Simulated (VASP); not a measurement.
# WS2 (P4/mmm) in VASP: a series of runs, part 2 of 2

VASP 6.6.1. Earlier steps stand in the parts before.

## Step 4: Single point, PBE (volume scaled by 0.98)

The input, INCAR:

```
PREC = Accurate
ENCUT = 520
EDIFF = 1E-7
ISMEAR = -1
SIGMA = 0.05
LREAL = False
LASPH = True
NELM = 100
ALGO = Normal
ISIF = 2
LWAVE = False
LCHARG = False
GGA = PE
NBANDS = 20
```

The input, KPOINTS:

```
Automatic mesh
0
Gamma
  10 10 3
```

The input, POSCAR:

```
WS2
1.0
    2.5743353148      0.0000000000      0.0000000000
    0.0000000000      2.5743353148      0.0000000000
    0.0000000000      0.0000000000      9.1721938373
W S
1 2
Direct
    0.5000000000      0.5000000000      0.5000000000
    0.5000000000      0.5000000000      0.7656600000
    0.5000000000      0.5000000000      0.2343400000
```

Potentials or basis: VASP PAW PBE potentials, release 64 (W_sv, S).

Launch:

```bash
$ cat potpaw_PBE.64/W_sv/POTCAR potpaw_PBE.64/S/POTCAR > POTCAR
$ mpirun -np 1 vasp_std > vasp.out
```

OUTCAR:

```text
PREC = Accurate
   ENCUT = 520
   EDIFF = 1E-7
   ISMEAR = -1
   LREAL = False
   LASPH = True
   NELM = 100
   ISIF = 2
   GGA = PE

 ion  position               nearest neighbor table
   1  0.500  0.500  0.500-   2 2.44   3 2.44
   2  0.500  0.500  0.766-   1 2.44
   3  0.500  0.500  0.234-   1 2.44

  LATTYP: Found a simple tetragonal cell.
 ALAT       =     2.5743353148
 C/A-ratio  =     3.5629367257

  Lattice vectors:

 A1 = (   2.5743353148,   0.0000000000,   0.0000000000)
 A2 = (   0.0000000000,   2.5743353148,   0.0000000000)
 A3 = (   0.0000000000,   0.0000000000,   9.1721938373)

Analysis of symmetry for initial positions (statically):
=====================================================================
 Subroutine PRICEL returns:
 Original cell was already a primitive cell.

 Routine SETGRP: Setting up the symmetry group for a
 simple tetragonal supercell.

 Subroutine GETGRP returns: Found 16 space group operations
 (whereof 16 operations were pure point group operations)
[... 156 lines left out ...]
 number of electron      26.0000000 magnetization

 Free energy of the ion-electron system (eV)
  ---------------------------------------------------
  ext. energy  EPLUGINS =         0.00000000
  ---------------------------------------------------
  free energy    TOTEN  =       -19.56482676 eV

  energy without entropy =      -19.54426364  energy(sigma->0) =      -19.55454520

 E-fermi :   5.8020     XC(G=0): -10.1174

 val. band max:        5.7717203843   @ k =   0.5000   0.4000   0.3333
 cond. band min:       5.8095257116   @ k =   0.4000   0.4000   0.0000
 fundamental gap:      0.0378053273
 Fermi energy:         5.8020133096

 k-point     1 :       0.0000    0.0000    0.0000
  band No.  band energies     occupation
      1     -67.9651      2.00000
      2     -32.3996      2.00000
      3     -31.3989      2.00000
      4     -31.3989      2.00000
      5      -9.9841      2.00000
      6      -9.6638      2.00000
[... 541 lines left out ...]
     19      11.9864      0.00000
     20      15.3448      0.00000

 [... further k-points ...]
[... 5 lines left out ...]
  --------------------------------------------------------------------------------------
  -------------------------------------------------------------------------------------
  Total        1.2703107      1.2703107      1.1430571      0.0000000     -0.0000000     -0.0000000
  in kB       33.4824394     33.4824394     30.1283295      0.0000000     -0.0000000     -0.0000000
  external PRESSURE =      32.3644028 kB  Pullay stress =       0.0000000 kB

 VOLUME and BASIS-vectors are now :
 -----------------------------------------------------------------------------
  energy-cutoff  :      520.00
  volume of cell :       60.79
      direct lattice vectors                 reciprocal lattice vectors
     2.574335315  0.000000000  0.000000000     0.388449785  0.000000000  0.000000000
     0.000000000  2.574335315  0.000000000     0.000000000  0.388449785  0.000000000
     0.000000000  0.000000000  9.172193837     0.000000000  0.000000000  0.109025171

 POSITION                                       TOTAL-FORCE (eV/Angst)
 -----------------------------------------------------------------------------------
      1.28717      1.28717      4.58610         0.000000      0.000000     -0.000000
      1.28717      1.28717      7.02278        -0.000000      0.000000      0.241723
      1.28717      1.28717      2.14941        -0.000000     -0.000000     -0.241723
 -----------------------------------------------------------------------------------
    total drift:                                0.000000      0.000000      0.000000

  FREE ENERGIE OF THE ION-ELECTRON SYSTEM (eV)
  ---------------------------------------------------
  free  energy   TOTEN  =       -19.5648267619 eV

  energy  without entropy=      -19.5442636400  energy(sigma->0) =      -19.55454520
```

OSZICAR:

```text
N       E                     dE             d eps       ncg     rms          rms(c)
DAV:   1     0.217493086483E+03    0.21749E+03   -0.14662E+04  1768   0.127E+03
DAV:   2    -0.944752495992E+01   -0.22694E+03   -0.22072E+03  2116   0.340E+02
DAV:   3    -0.198501105976E+02   -0.10403E+02   -0.10153E+02  2108   0.697E+01
DAV:   4    -0.200396357312E+02   -0.18953E+00   -0.18924E+00  1944   0.990E+00
DAV:   5    -0.200437474831E+02   -0.41118E-02   -0.41113E-02  2080   0.154E+00    0.224E+01
DAV:   6    -0.196617693421E+02    0.38198E+00   -0.43155E-01  1876   0.547E+00    0.110E+01
DAV:   7    -0.195662322417E+02    0.95537E-01   -0.35549E-01  1924   0.459E+00    0.174E+00
DAV:   8    -0.195662444860E+02   -0.12244E-04   -0.36887E-02  1844   0.141E+00    0.422E-01
DAV:   9    -0.195653826516E+02    0.86183E-03   -0.16354E-02  1908   0.556E-01    0.239E-01
DAV:  10    -0.195647891043E+02    0.59355E-03   -0.33459E-03  1928   0.301E-01    0.138E-01
DAV:  11    -0.195648205057E+02   -0.31401E-04   -0.31323E-04  1804   0.910E-02    0.400E-02
DAV:  12    -0.195648223177E+02   -0.18120E-05   -0.31457E-05  1932   0.426E-02    0.139E-02
DAV:  13    -0.195648262092E+02   -0.38915E-05   -0.51238E-06  1772   0.180E-02    0.576E-03
DAV:  14    -0.195648266663E+02   -0.45703E-06   -0.16868E-06  1840   0.892E-03    0.349E-03
DAV:  15    -0.195648267619E+02   -0.95642E-07   -0.11243E-07  1528   0.250E-03
   1 F= -.19564827E+02 E0= -.19554545E+02  d E =-.205631E-01
```

Run time: 35 s. Hardware: 1 thread of Intel Xeon Platinum 8375C at 2.90GHz (Ice Lake), shared host; peak memory 0.19 GiB.

Results:

| Quantity | Value |
| --- | --- |
| Free energy | -19.5648 eV |
| Pressure | 3.2 GPa |
| Largest force | 0.242 eV/Å |
| Band gap on the k mesh | zero (band 13 reaches 8.23 eV, above the bottom of band 14 at 4.35 eV) |

Forces in eV/Å, atoms in the order of the input:
```
W    0.000  0.000  0.000
S    0.000  0.000  0.242
S    0.000  0.000 -0.242
```

Stress tensor (GPa, compression positive):
```
3.35 0.00 0.00
0.00 3.35 0.00
0.00 0.00 3.01
```

Caveat: the cell differs from its parent crystal (volume scaled by 0.98); spin-orbit coupling is left out, which moves the levels of the heavy elements; this functional lacks dispersion, which binds the layers, so the pressure and a relaxed spacing across them are unreliable.

## Step 5: Single point, PBE

This run uses another cell than the first one, of 20.68 Å³/atom, 1.064 times its volume.

The input, INCAR:

```
SYSTEM = WS2
ALGO = Normal ; EDIFF = 1E-7
ENCUT = 520 ; GGA = PE
ISIF = 2 ; ISMEAR = -1
LASPH = .TRUE. ; LCHARG = .FALSE.
LREAL = .FALSE. ; LWAVE = .FALSE.
NBANDS = 20 ; NELM = 60
PREC = Accurate ; SIGMA = 0.05
```

The input, KPOINTS:

```
k-points
0
G
  10 10 3
  0 0 0
```

The input, POSCAR:

```
WS2
1.0
    2.5917300000      0.0000000000      0.0000000000
    0.0000000000      2.5917300000      0.0000000000
    0.0000000000      0.0000000000      9.2341700000
W S
1 2
Direct
    0.5000000000      0.5000000000      0.5000000000
    0.5000000000      0.5000000000      0.7656600000
    0.5000000000      0.5000000000      0.2343400000
```

Potentials or basis: VASP PAW PBE potentials, release 64 (W_sv, S).

Launch:

```bash
$ cat potpaw_PBE.64/W_sv/POTCAR potpaw_PBE.64/S/POTCAR > POTCAR
$ mpirun -np 1 vasp_std > vasp.out
```

OUTCAR:

```text
SYSTEM = WS2
   EDIFF = 1E-7
   ENCUT = 520
   GGA = PE
   ISIF = 2
   ISMEAR = -1
   LASPH = .TRUE.
   LREAL = .FALSE.
   NELM = 60
   PREC = Accurate

 ion  position               nearest neighbor table
   1  0.500  0.500  0.500-   2 2.45   3 2.45
   2  0.500  0.500  0.766-   1 2.45
   3  0.500  0.500  0.234-   1 2.45

  LATTYP: Found a simple tetragonal cell.
 ALAT       =     2.5917300000
 C/A-ratio  =     3.5629367257

  Lattice vectors:

 A1 = (   2.5917300000,   0.0000000000,   0.0000000000)
 A2 = (   0.0000000000,   2.5917300000,   0.0000000000)
 A3 = (   0.0000000000,   0.0000000000,   9.2341700000)

Analysis of symmetry for initial positions (statically):
=====================================================================
 Subroutine PRICEL returns:
 Original cell was already a primitive cell.

 Routine SETGRP: Setting up the symmetry group for a
 simple tetragonal supercell.

 Subroutine GETGRP returns: Found 16 space group operations
 (whereof 16 operations were pure point group operations)
 out of a pool of 16 trial point group operations.

The static configuration has the point symmetry D_4h.

Analysis of symmetry for dynamics (positions and initial velocities):
=====================================================================
 Subroutine PRICEL returns:
 Original cell was already a primitive cell.

 Routine SETGRP: Setting up the symmetry group for a
 simple tetragonal supercell.

 Subroutine GETGRP returns: Found 16 space group operations
 (whereof 16 operations were pure point group operations)
 out of a pool of 16 trial point group operations.

The dynamic configuration has the point symmetry D_4h.

 Subroutine INISYM returns: Found 16 space group operations
 (whereof 16 operations are pure point group operations),
 and found     1 'primitive' translations

----------------------------------------------------------------------------------------

                                     Primitive cell

  volume of cell :      62.0265

  direct lattice vectors                    reciprocal lattice vectors
     2.591730000  0.000000000  0.000000000     0.385842661  0.000000000  0.000000000
     0.000000000  2.591730000  0.000000000     0.000000000  0.385842661  0.000000000
     0.000000000  0.000000000  9.234170000     0.000000000  0.000000000  0.108293436

  length of vectors
     2.591730000  2.591730000  9.234170000     0.385842661  0.385842661  0.108293436

  position of ions in fractional coordinates (direct lattice)
     0.500000000  0.500000000  0.500000000
     0.500000000  0.500000000  0.765660000
     0.500000000  0.500000000  0.234340000

  ion indices of the primitive-cell ions
   primitive index   ion index
                 1           1
                 2           2
                 3           3

----------------------------------------------------------------------------------------

 KPOINTS: k-points

Automatic generation of k-mesh.
 Grid dimensions read from file:
 generate k-points for:   10   10    3

 Generating k-lattice:

  Cartesian coordinates                     Fractional coordinates (reciprocal lattice)
     0.038584266  0.000000000  0.000000000     0.100000000  0.000000000  0.000000000
     0.000000000  0.038584266  0.000000000     0.000000000  0.100000000  0.000000000
     0.000000000  0.000000000  0.036097812     0.000000000  0.000000000  0.333333333

  Length of vectors
     0.038584266  0.038584266  0.036097812

  Shift w.r.t. Gamma in fractional coordinates (k-lattice)
     0.000000000  0.000000000  0.000000000

 Subroutine IBZKPT returns following result:
 ===========================================

 Found     42 irreducible k-points:

 Following reciprocal coordinates:
            Coordinates               Weight
  0.000000  0.000000  0.000000      1.000000
  0.100000  0.000000  0.000000      4.000000
  0.200000  0.000000  0.000000      4.000000
  0.300000  0.000000  0.000000      4.000000
  0.400000  0.000000  0.000000      4.000000
  0.500000  0.000000  0.000000      2.000000
[... 16 lines left out ...]
  0.100000  0.000000  0.333333      8.000000
  0.200000  0.000000  0.333333      8.000000
 [... further k-points ...]
   k-points           NKPTS =     42   k-points in BZ     NKDIM =     42   number of bands    NBANDS=     20
   number of dos      NEDOS =    301   number of ions     NIONS =      3
   total plane-waves  NPLWV =  28000
   dimension x,y,z NGX =    20 NGY =   20 NGZ =   70
   dimension x,y,z NGXF=    40 NGYF=   40 NGZF=  140
   ions per type =               1   2
   NGX,Y,Z   is equivalent  to a cutoff of  12.83, 12.83, 12.60 a.u.
   NGXF,Y,Z  is equivalent  to a cutoff of  25.66, 25.66, 25.20 a.u.
 SYSTEM =  WS2
   PREC   = accura    normal or accurate (medium, high low for compatibility)
   ISTART =      0    job   : 0-new  1-cont  2-samecut
   ICHARG =      2    charge: 1-file 2-atom 10-const
   ISPIN  =      1    spin polarized calculation?
   LNONCOLLINEAR =      F non collinear calculations
   LSORBIT =      F    spin-orbit coupling
   LASPH  =      T    aspherical Exc in radial PAW
   ENCUT  =  520.0 eV  38.22 Ry    6.18 a.u.   4.82  4.82 17.17*2*pi/ulx,y,z
   NELM   =     60;   NELMIN=  2; NELMDL= -5     # of ELM steps
   EDIFF  = 0.1E-06   stopping-criterion for ELM
   LREAL  =      F    real-space projection
   EDIFFG = 0.1E-05   stopping-criterion for IOM
   NSW    =      0    number of steps for IOM
   IBRION =     -1    ionic relax: 0-MD 1-quasi-New 2-CG
   NFREE  =      0    steps in history (QN), initial steepest desc. (CG)
   ISIF   =      2    stress and relaxation
   ISYM   =      2    0-nonsym 1-usesym 2-fastsym
   POTIM  = 0.5000    time-step for ionic-motion
   TEBEG  =    0.0;   TEEND  =   0.0 temperature during run
   PSTRESS=    0.0 pullay stress
   NELECT =      26.0000    total number of electrons
   NUPDOWN=      -1.0000    fix difference up-down
   EMIN   =  10.00;   EMAX   =-10.00  energy-range for DOS
   EFERMI =   0.00;   METHOD = LEGACY
   ISMEAR =    -1;   SIGMA  =   0.05  broadening in eV -4-tet -1-fermi 0-gaus
   EFERMI_NEDOS =   21; number of points for ismear=-14 and -15
   IALGO  =     38    algorithm
   IMIX   =      4    mixing-type and parameters
     AMIX     =   0.40;   BMIX     =  1.00
     AMIX_MAG =   1.60;   BMIX_MAG =  1.00
  volume/ion in A,a.u.               =      20.68       139.53
  Fermi-wavevector in a.u.,A,eV,Ry     =   1.225200  2.315291 20.423894  1.501114
  Thomas-Fermi vector in A             =   2.360246
   LORBIT       =      0    0 simple, 1 ext, 2 COOP (PROOUT), +10 PAW based schemes
   GGA     = PE    functional components
   LHFCALC =     F    Hartree Fock is set to
   AEXX    =    0.0000 exact exchange contribution
   IVDW    =     0    specifies the selected vdW correction
   LEPSILON=     F    determine dielectric tensor
   LRPA    =     F    only Hartree local field effects (RPA)
 non-spin polarized calculation
  energy-cutoff  :      520.00
  volume of cell :       62.03
 maximum number of plane-waves:      1690
 NGX is ok and might be reduce to    20
   NGX =  9   NGY =  9   NGZ = 35

 number of electron      26.0000003 magnetization

 Free energy of the ion-electron system (eV)
  ---------------------------------------------------
  ext. energy  EPLUGINS =         0.00000000
  ---------------------------------------------------
  free energy    TOTEN  =       -19.58079102 eV

  energy without entropy =      -19.56157222  energy(sigma->0) =      -19.57118162

 E-fermi :   5.5642     XC(G=0): -10.0252

 val. band max:        5.5639236115   @ k =   0.4000   0.4000   0.0000
 cond. band min:       5.5926322513   @ k =   0.5000   0.4000   0.0000
 fundamental gap:      0.0287086398
 Fermi energy:         5.5642341312

 k-point     1 :       0.0000    0.0000    0.0000
  band No.  band energies     occupation
      1     -68.2308      2.00000
      2     -32.6486      2.00000
      3     -31.6958      2.00000
      4     -31.6958      2.00000
      5     -10.0545      2.00000
      6      -9.7508      2.00000
[... 12 lines left out ...]
     19      11.8192      0.00000
     20      13.6640      0.00000

 k-point     2 :       0.1000    0.0000    0.0000
  band No.  band energies     occupation
      1     -68.2198      2.00000
      2     -32.6325      2.00000
      3     -31.8441      2.00000
      4     -31.6834      2.00000
      5      -9.8798      2.00000
      6      -9.5797      2.00000
[... 498 lines left out ...]
 k-point    24 :       0.2000    0.0000    0.3333
  band No.  band energies     occupation
      1     -68.1910      2.00000
      2     -32.5902      2.00000
      3     -32.2201      2.00000
      4     -31.6508      2.00000
      5      -9.3563      2.00000
      6      -9.1018      2.00000
[... 12 lines left out ...]
     19      11.7123      0.00000
     20      15.0163      0.00000

 [... further k-points ...]
[... 5 lines left out ...]
  --------------------------------------------------------------------------------------
  -------------------------------------------------------------------------------------
  Total        0.3715207      0.3715207      0.1916503      0.0000000      0.0000000      0.0000000
  in kB        9.5965729      9.5965729      4.9504272      0.0000000      0.0000000      0.0000000
  external PRESSURE =       8.0478577 kB  Pullay stress =       0.0000000 kB

 VOLUME and BASIS-vectors are now :
 -----------------------------------------------------------------------------
  energy-cutoff  :      520.00
  volume of cell :       62.03
      direct lattice vectors                 reciprocal lattice vectors
     2.591730000  0.000000000  0.000000000     0.385842661  0.000000000  0.000000000
     0.000000000  2.591730000  0.000000000     0.000000000  0.385842661  0.000000000
     0.000000000  0.000000000  9.234170000     0.000000000  0.000000000  0.108293436

 POSITION                                       TOTAL-FORCE (eV/Angst)
 -----------------------------------------------------------------------------------
      1.29587      1.29587      4.61709         0.000000     -0.000000      0.000000
      1.29587      1.29587      7.07023         0.000000      0.000000      0.046109
      1.29587      1.29587      2.16394         0.000000      0.000000     -0.046109
 -----------------------------------------------------------------------------------
    total drift:                                0.000000      0.000000      0.000000

  FREE ENERGIE OF THE ION-ELECTRON SYSTEM (eV)
  ---------------------------------------------------
  free  energy   TOTEN  =       -19.5807910207 eV

  energy  without entropy=      -19.5615722225  energy(sigma->0) =      -19.57118162
```

OSZICAR:

```text
N       E                     dE             d eps       ncg     rms          rms(c)
DAV:   1     0.203269486199E+03    0.20327E+03   -0.14808E+04  1824   0.126E+03
DAV:   2    -0.101120238536E+02   -0.21338E+03   -0.20719E+03  2024   0.330E+02
DAV:   3    -0.198771561519E+02   -0.97651E+01   -0.95274E+01  2120   0.675E+01
DAV:   4    -0.200582825507E+02   -0.18113E+00   -0.18067E+00  1920   0.950E+00
DAV:   5    -0.200622476829E+02   -0.39651E-02   -0.39646E-02  2088   0.149E+00    0.216E+01
DAV:   6    -0.196794902430E+02    0.38276E+00   -0.48514E-01  1904   0.581E+00    0.104E+01
DAV:   7    -0.195901737471E+02    0.89316E-01   -0.40444E-01  1912   0.428E+00    0.174E+00
DAV:   8    -0.195847238589E+02    0.54499E-02   -0.13987E-01  1952   0.174E+00    0.119E+00
DAV:   9    -0.195810526589E+02    0.36712E-02   -0.14946E-02  1928   0.825E-01    0.357E-01
DAV:  10    -0.195807860517E+02    0.26661E-03   -0.20545E-03  1924   0.265E-01    0.925E-02
DAV:  11    -0.195807783542E+02    0.76974E-05   -0.23184E-04  1868   0.118E-01    0.370E-02
DAV:  12    -0.195807915592E+02   -0.13205E-04   -0.35930E-05  1788   0.439E-02    0.223E-02
DAV:  13    -0.195807905700E+02    0.98926E-06   -0.55470E-06  1924   0.205E-02    0.273E-03
DAV:  14    -0.195807909688E+02   -0.39888E-06   -0.82326E-07  1796   0.600E-03    0.117E-03
DAV:  15    -0.195807910207E+02   -0.51871E-07   -0.81522E-08  1372   0.203E-03
   1 F= -.19580791E+02 E0= -.19571182E+02  d E =-.192188E-01
```

Run time: 36 s. Hardware: 1 thread of Intel Xeon Platinum 8375C at 2.90GHz (Ice Lake), shared host; peak memory 0.2 GiB.

What came out:

```yaml
Free_energy: -19.5808 eV
Pressure: 0.8 GPa
Largest_force: 0.046 eV/Å
Band_gap_on_the_k_mesh: zero (band 13 reaches 7.92 eV, above the bottom of band 14 at 4.17 eV)
```

Forces on the atoms (eV/Å):
```
W    0.000  0.000  0.000
S    0.000  0.000  0.046
S    0.000  0.000 -0.046
```

Stress tensor (GPa, compression positive):
```
0.96 0.00 0.00
0.00 0.96 0.00
0.00 0.00 0.50
```

Levels at points of the mesh, in eV from the Fermi level:
| k point | band 10 | band 11 | band 12 | band 13 | band 14 | band 15 | band 16 | band 17 |
| --- | --- | --- | --- | --- | --- | --- | --- | --- |
| (0.00, 0.00, 0.00) | -3.76 | 1.54 | 1.54 | 2.24 | 2.35 | 2.35 | 4.00 | 4.00 |
| (0.50, 0.00, 0.00) | -3.16 | -2.27 | -2.27 | 1.62 | 1.69 | 2.71 | 3.79 | 4.49 |
| (0.50, 0.50, 0.00) | -4.65 | -4.65 | -2.31 | -0.78 | -0.78 | -0.31 | 3.88 | 4.34 |

Caveat: spin-orbit coupling is left out, which moves the levels of the heavy elements; this functional lacks dispersion, which binds the layers, so the pressure and a relaxed spacing across them are unreliable.

## Step 6: The runs side by side

```tsv
cell	gap on the mesh (eV)	pressure (GPa)	largest force (eV/Å)
a = 2.539, b = 2.539, c = 9.046 Å, 3 atoms	none	8.9	0.69
a = 2.557, b = 2.557, c = 9.109 Å, 3 atoms	none	5.9	0.45
a = 2.574, b = 2.574, c = 9.172 Å, 3 atoms	none	3.2	0.24
a = 2.592, b = 2.592, c = 9.234 Å, 3 atoms	none	0.8	0.05
```

Alike in all rows: task single point; level PBE; potentials or basis VASP PAW PBE potentials, release 64 (W_sv, S); no spin polarisation; k mesh 10 × 10 × 3; cutoff (eV) 520; smearing fermi-dirac 0.05 eV.

Caveats: spin-orbit coupling is left out, which moves the levels of the heavy elements; this functional lacks dispersion, which binds the layers, so the pressure and a relaxed spacing across them are unreliable.

Absolute energies hang on the potentials; compare differences alone.
